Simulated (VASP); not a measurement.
# As (P6_3/mmc) in VASP: a series of runs

Runs on As. Level: PBE. Tasks: single point.

Program: VASP 6.6.1. These are calculated values, not measurements. Logs are shortened: lines on timing, memory, paths and dates and some standing lists are left out, and cuts for length are marked.

**1. The cell of the first run**

Symmetry: P6_3/mmc, No. 194, hexagonal system. The conventional cell has a = 2.416 Å, b = 2.416 Å, c = 3.837 Å, α = 90.00°, β = 90.00°, γ = 120.00°. As (site symmetry -6m2) has 12 As at 2.37 to 2.42 Å within 3.1 Å.

**2. Single point, PBE (volume scaled by 0.5)**

INCAR

```
PREC = Accurate
ENCUT = 520
EDIFF = 1E-7
ISMEAR = -1
SIGMA = 0.1
LREAL = F
LASPH = T
NELM = 60
ALGO = Normal
ISIF = 2
LWAVE = F
LCHARG = T
GGA = PE
LELF = T
LVHAR = T
NBANDS = 12
```

KPOINTS

```
regular mesh
0
Gamma
  16 16 9
```

POSCAR

```
As
1.0
    2.4159468924      0.0000000000      0.0000000000
   -1.2079734462      2.0922713831      0.0000000000
    0.0000000000      0.0000000000      3.8374445882
As
2
Direct
    0.3333333333      0.6666666667      0.2500000000
    0.6666666667      0.3333333333      0.7500000000
```

Potentials or basis: VASP PAW PBE potentials, release 64 (As).

Run with:

```
$ cat potpaw_PBE.64/As/POTCAR > POTCAR
$ mpirun -np 1 vasp_std > vasp.out
```

OUTCAR:

```text
PREC = Accurate
   ENCUT = 520
   EDIFF = 1E-7
   ISMEAR = -1
   LREAL = F
   LASPH = T
   NELM = 60
   ISIF = 2
   GGA = PE

 ion  position               nearest neighbor table
   1  0.333  0.667  0.250-   2 2.37   2 2.37   2 2.37   2 2.37   2 2.37   2 2.37
   2  0.667  0.333  0.750-   1 2.37   1 2.37   1 2.37   1 2.37   1 2.37   1 2.37

  LATTYP: Found a hexagonal cell.
 ALAT       =     2.4159468924
 C/A-ratio  =     1.5883811851

  Lattice vectors:

 A1 = (   2.4159468924,   0.0000000000,   0.0000000000)
 A2 = (  -1.2079734462,   2.0922713831,   0.0000000000)
 A3 = (   0.0000000000,   0.0000000000,   3.8374445882)

Analysis of symmetry for initial positions (statically):
=====================================================================
 Subroutine PRICEL returns:
 Original cell was already a primitive cell.

 Routine SETGRP: Setting up the symmetry group for a
 hexagonal supercell.

 Subroutine GETGRP returns: Found 24 space group operations
 (whereof 12 operations were pure point group operations)
 out of a pool of 24 trial point group operations.

The static configuration has the point symmetry D_3d.
 The point group associated with its full space group is D_6h.

Analysis of symmetry for dynamics (positions and initial velocities):
=====================================================================
 Subroutine PRICEL returns:
 Original cell was already a primitive cell.

 Routine SETGRP: Setting up the symmetry group for a
 hexagonal supercell.

 Subroutine GETGRP returns: Found 24 space group operations
 (whereof 12 operations were pure point group operations)
 out of a pool of 24 trial point group operations.

The dynamic configuration has the point symmetry D_3d.
 The point group associated with its full space group is D_6h.

 Subroutine INISYM returns: Found 24 space group operations
 (whereof 12 operations are pure point group operations),
 and found     1 'primitive' translations

----------------------------------------------------------------------------------------

                                     Primitive cell

  volume of cell :      19.3976

  direct lattice vectors                    reciprocal lattice vectors
     2.415946892  0.000000000  0.000000000     0.413916383  0.238974735  0.000000000
    -1.207973446  2.092271383  0.000000000     0.000000000  0.477949471  0.000000000
     0.000000000  0.000000000  3.837444588     0.000000000  0.000000000  0.260590082

  length of vectors
     2.415946892  2.415946892  3.837444588     0.477949471  0.477949471  0.260590082

  position of ions in fractional coordinates (direct lattice)
     0.333333333  0.666666667  0.250000000
     0.666666667  0.333333333  0.750000000

  ion indices of the primitive-cell ions
   primitive index   ion index
                 1           1
                 2           2

----------------------------------------------------------------------------------------

 KPOINTS: regular mesh

Automatic generation of k-mesh.
 Grid dimensions read from file:
 generate k-points for:   16   16    9

 Generating k-lattice:

  Cartesian coordinates                     Fractional coordinates (reciprocal lattice)
     0.025869774  0.014935921  0.000000000     0.062500000  0.000000000  0.000000000
     0.000000000  0.029871842  0.000000000     0.000000000  0.062500000  0.000000000
     0.000000000  0.000000000  0.028954454     0.000000000  0.000000000  0.111111111

  Length of vectors
     0.029871842  0.029871842  0.028954454

  Shift w.r.t. Gamma in fractional coordinates (k-lattice)
     0.000000000  0.000000000  0.000000000

 Subroutine IBZKPT returns following result:
 ===========================================

 Found    150 irreducible k-points:

 Following reciprocal coordinates:
            Coordinates               Weight
  0.000000  0.000000  0.000000      1.000000
  0.062500  0.000000  0.000000      6.000000
  0.125000  0.000000  0.000000      6.000000
  0.187500  0.000000  0.000000      6.000000
  0.250000  0.000000  0.000000      6.000000
  0.312500  0.000000  0.000000      6.000000
[... 16 lines left out ...]
  0.187500  0.187500  0.000000      6.000000
  0.250000  0.187500  0.000000     12.000000
 [... further k-points ...]
   k-points           NKPTS =    150   k-points in BZ     NKDIM =    150   number of bands    NBANDS=     12
   number of dos      NEDOS =    301   number of ions     NIONS =      2
   total plane-waves  NPLWV =   9720
   dimension x,y,z NGX =    18 NGY =   18 NGZ =   30
   dimension x,y,z NGXF=    36 NGYF=   36 NGZF=   60
   ions per type =               2
   NGX,Y,Z   is equivalent  to a cutoff of  12.39, 12.39, 13.00 a.u.
   NGXF,Y,Z  is equivalent  to a cutoff of  24.77, 24.77, 25.99 a.u.
 SYSTEM =  unknown system
   PREC   = accura    normal or accurate (medium, high low for compatibility)
   ISTART =      0    job   : 0-new  1-cont  2-samecut
   ICHARG =      2    charge: 1-file 2-atom 10-const
   ISPIN  =      1    spin polarized calculation?
   LNONCOLLINEAR =      F non collinear calculations
   LSORBIT =      F    spin-orbit coupling
   LASPH  =      T    aspherical Exc in radial PAW
   ENCUT  =  520.0 eV  38.22 Ry    6.18 a.u.   4.49  4.49  7.14*2*pi/ulx,y,z
   NELM   =     60;   NELMIN=  2; NELMDL= -5     # of ELM steps
   EDIFF  = 0.1E-06   stopping-criterion for ELM
   LREAL  =      F    real-space projection
   EDIFFG = 0.1E-05   stopping-criterion for IOM
   NSW    =      0    number of steps for IOM
   IBRION =     -1    ionic relax: 0-MD 1-quasi-New 2-CG
   NFREE  =      0    steps in history (QN), initial steepest desc. (CG)
   ISIF   =      2    stress and relaxation
   ISYM   =      2    0-nonsym 1-usesym 2-fastsym
   POTIM  = 0.5000    time-step for ionic-motion
   TEBEG  =    0.0;   TEEND  =   0.0 temperature during run
   PSTRESS=    0.0 pullay stress
   NELECT =      10.0000    total number of electrons
   NUPDOWN=      -1.0000    fix difference up-down
   EMIN   =  10.00;   EMAX   =-10.00  energy-range for DOS
   EFERMI =   0.00;   METHOD = LEGACY
   ISMEAR =    -1;   SIGMA  =   0.10  broadening in eV -4-tet -1-fermi 0-gaus
   EFERMI_NEDOS =   21; number of points for ismear=-14 and -15
   IALGO  =     38    algorithm
   IMIX   =      4    mixing-type and parameters
     AMIX     =   0.40;   BMIX     =  1.00
     AMIX_MAG =   1.60;   BMIX_MAG =  1.00
  volume/ion in A,a.u.               =       9.70        65.45
  Fermi-wavevector in a.u.,A,eV,Ry     =   1.312680  2.480606 23.444604  1.723130
  Thomas-Fermi vector in A             =   2.443056
   LORBIT       =      0    0 simple, 1 ext, 2 COOP (PROOUT), +10 PAW based schemes
   GGA     = PE    functional components
   LHFCALC =     F    Hartree Fock is set to
   AEXX    =    0.0000 exact exchange contribution
   IVDW    =     0    specifies the selected vdW correction
   LEPSILON=     F    determine dielectric tensor
   LRPA    =     F    only Hartree local field effects (RPA)
 non-spin polarized calculation
  energy-cutoff  :      520.00
  volume of cell :       19.40
 maximum number of plane-waves:       543
 NGX is ok and might be reduce to    18
   NGX =  9   NGY =  9   NGZ = 15

 number of electron      10.0000000 magnetization

 Free energy of the ion-electron system (eV)
  ---------------------------------------------------
  ext. energy  EPLUGINS =         0.00000000
  ---------------------------------------------------
  free energy    TOTEN  =        -0.43547094 eV

  energy without entropy =       -0.42101021  energy(sigma->0) =       -0.42824057

 E-fermi :  16.9889     XC(G=0): -13.9802

 val. band max:       16.9523652221   @ k =   0.5000   0.0000   0.2222
 cond. band min:      17.0274525834   @ k =   0.4375   0.0625   0.3333
 fundamental gap:      0.0750873613
 Fermi energy:        16.9889094369

 k-point     1 :       0.0000    0.0000    0.0000
  band No.  band energies     occupation
      1      -6.8455      2.00000
      2       3.6756      2.00000
      3       3.7628      2.00000
      4      24.8849      0.00000
      5      24.8849      0.00000
      6      27.7217      0.00000
      7      27.7217      0.00000
      8      30.4322      0.00000
      9      30.9086      0.00000
     10      31.6426      0.00000
     11      34.7328      0.00000
     12      34.7328      0.00000

 k-point     2 :       0.0625    0.0000    0.0000
  band No.  band energies     occupation
      1      -6.7082      2.00000
      2       3.8221      2.00000
      3       3.8897      2.00000
      4      22.9531      0.00000
      5      23.9073      0.00000
      6      27.0452      0.00000
      7      28.7557      0.00000
      8      31.2726      0.00000
      9      31.4502      0.00000
     10      31.6486      0.00000
     11      33.4856      0.00000
     12      33.6779      0.00000

 k-point     3 :       0.1250    0.0000    0.0000
  band No.  band energies     occupation
      1      -6.2961      2.00000
      2       4.2599      2.00000
      3       4.2713      2.00000
      4      19.6432      0.00000
      5      22.3459      0.00000
      6      25.8606      0.00000
      7      28.9977      0.00000
      8      29.3087      0.00000
      9      29.9308      0.00000
     10      33.0528      0.00000
     11      33.1902      0.00000
     12      33.2051      0.00000

 k-point     4 :       0.1875    0.0000    0.0000
  band No.  band energies     occupation
      1      -5.6081      2.00000
      2       4.9106      2.00000
      3       4.9834      2.00000
      4      16.2388      1.99890
      5      20.8764      0.00000
      6      24.6616      0.00000
      7      25.9409      0.00000
      8      26.3887      0.00000
      9      29.4001      0.00000
     10      32.7016      0.00000
     11      33.0868      0.00000
     12      33.8101      0.00000

 k-point     5 :       0.2500    0.0000    0.0000
  band No.  band energies     occupation
      1      -4.6430      2.00000
      2       5.8111      2.00000
      3       5.9827      2.00000
      4      12.9603      2.00000
      5      19.6155      0.00000
      6      22.5502      0.00000
      7      23.4138      0.00000
      8      24.0087      0.00000
      9      28.3342      0.00000
     10      31.8042      0.00000
     11      32.1142      0.00000
     12      33.4828      0.00000
[... 228 lines left out ...]
      1       0.3170      2.00000
      2       4.8199      2.00000
      3      10.5196      2.00000
      4      10.7317      2.00000
      5      13.4016      2.00000
      6      14.8463      2.00000
      7      15.9529      1.99994
      8      22.8492      0.00000
      9      24.7323      0.00000
     10      26.9362      0.00000
     11      36.3006      0.00000
     12      36.3318      0.00000

 k-point    22 :       0.4375    0.1250    0.0000
  band No.  band energies     occupation
      1       2.0088      2.00000
      2       2.8618      2.00000
      3      11.7559      2.00000
      4      12.1538      2.00000
      5      12.9047      2.00000
      6      13.3011      2.00000
      7      14.7087      2.00000
      8      22.7115      0.00000
      9      24.5941      0.00000
     10      26.8247      0.00000
     11      36.2086      0.00000
     12      36.2967      0.00000

 k-point    23 :       0.1875    0.1875    0.0000
  band No.  band energies     occupation
      1      -3.1236      2.00000
      2       7.2401      2.00000
      3       7.5247      2.00000
      4      11.7423      2.00000
      5      12.8507      2.00000
      6      21.6280      0.00000
      7      21.9227      0.00000
      8      21.9426      0.00000
      9      24.7552      0.00000
     10      30.8598      0.00000
     11      32.1546      0.00000
     12      36.4358      0.00000

 k-point    24 :       0.2500    0.1875    0.0000
  band No.  band energies     occupation
      1      -1.7421      2.00000
      2       8.5333      2.00000
      3       8.8859      2.00000
      4       9.2269      2.00000
      5      11.6174      2.00000
      6      19.1315      0.00000
      7      19.4971      0.00000
      8      21.1349      0.00000
      9      23.3693      0.00000
     10      30.7757      0.00000
     11      34.6506      0.00000
     12      37.6895      0.00000

 [... further k-points ...]

------------------------ aborting loop because EDIFF is reached ----------------------------------------

  FORCE on cell =-STRESS in cart. coord.  units (eV):
  Direction    XX          YY          ZZ          XY          YZ          ZX
  --------------------------------------------------------------------------------------
  -------------------------------------------------------------------------------------
  Total       29.8767642     29.8767642     29.9171886      0.0000000      0.0000000      0.0000000
  in kB     2467.7242338   2467.7242340   2471.0631587      0.0000000      0.0000000      0.0000000
  external PRESSURE =    2468.8372088 kB  Pullay stress =       0.0000000 kB

 VOLUME and BASIS-vectors are now :
 -----------------------------------------------------------------------------
  energy-cutoff  :      520.00
  volume of cell :       19.40
      direct lattice vectors                 reciprocal lattice vectors
     2.415946892  0.000000000  0.000000000     0.413916383  0.238974735  0.000000000
    -1.207973446  2.092271383  0.000000000     0.000000000  0.477949471  0.000000000
     0.000000000  0.000000000  3.837444588     0.000000000  0.000000000  0.260590082

 POSITION                                       TOTAL-FORCE (eV/Angst)
 -----------------------------------------------------------------------------------
     -0.00000      1.39485      0.95936        -0.000000      0.000000      0.000000
      1.20797      0.69742      2.87808         0.000000     -0.000000      0.000000
 -----------------------------------------------------------------------------------
    total drift:                               -0.000000      0.000000     -0.000000

  FREE ENERGIE OF THE ION-ELECTRON SYSTEM (eV)
  ---------------------------------------------------
  free  energy   TOTEN  =        -0.4354709362 eV

  energy  without entropy=       -0.4210102125  energy(sigma->0) =       -0.42824057
```

It took 15 s on 1 thread of AMD EPYC 9R45 (Zen 5), shared host; peak memory 0.12 GiB.

What came out:

```
Free energy            : -0.4355 eV
Pressure               : 246.9 GPa
Band gap on the k mesh : zero (band 5 reaches 26.70 eV, above the bottom of band 6 at 9.73 eV)
```

Caveat: the cell differs from its parent crystal (volume scaled by 0.5).

**3. Single point, PBE**

This run uses another cell than the first one, of 11.25 Å³/atom, 1.160 times its volume.

INCAR

```
PREC = Accurate
ENCUT = 520
EDIFF = 1E-7
ISMEAR = -1
SIGMA = 0.1
LREAL = F
LASPH = T
NELM = 80
ALGO = Normal
ISIF = 2
LWAVE = F
LCHARG = F
GGA = PE
NBANDS = 12
```

KPOINTS

```
Automatic mesh
0
Gamma
  16 16 9
```

POSCAR

```
As
1.0
    2.5396912804      0.0000000000      0.0000000000
   -1.2698456402      2.1994371666      0.0000000000
    0.0000000000      0.0000000000      4.0282184806
As
2
Direct
    0.3333333333      0.6666666667      0.2500000000
    0.6666666667      0.3333333333      0.7500000000
```

Potentials or basis: VASP PAW PBE potentials, release 64 (As).

Run with:

```
$ cat potpaw_PBE.64/As/POTCAR > POTCAR
$ mpirun -np 1 vasp_std > vasp.out
```

It took 15 s on 1 thread of AMD EPYC 9R45 (Zen 5), shared host; peak memory 0.13 GiB.

The run converged. Its results:

```
Free energy            : -4.0630 eV
Pressure               : 138.9 GPa
Band gap on the k mesh : zero (band 5 reaches 22.40 eV, above the bottom of band 6 at 7.96 eV)
```

Stress tensor (GPa, compression positive):
```
138.87   0.00   0.00
  0.00 138.87   0.00
  0.00   0.00 139.06
```

Levels at points of the mesh, in eV from the Fermi level:
| k point | band 2 | band 3 | band 4 | band 5 | band 6 | band 7 | band 8 | band 9 |
| --- | --- | --- | --- | --- | --- | --- | --- | --- |
| (0.00, 0.00, 0.00) | -12.36 | -11.53 | 6.73 | 6.73 | 9.56 | 9.56 | 12.37 | 12.70 |
| (0.50, 0.00, 0.00) | -12.90 | -4.86 | -4.77 | -4.76 | -1.86 | 0.29 | 5.01 | 7.72 |
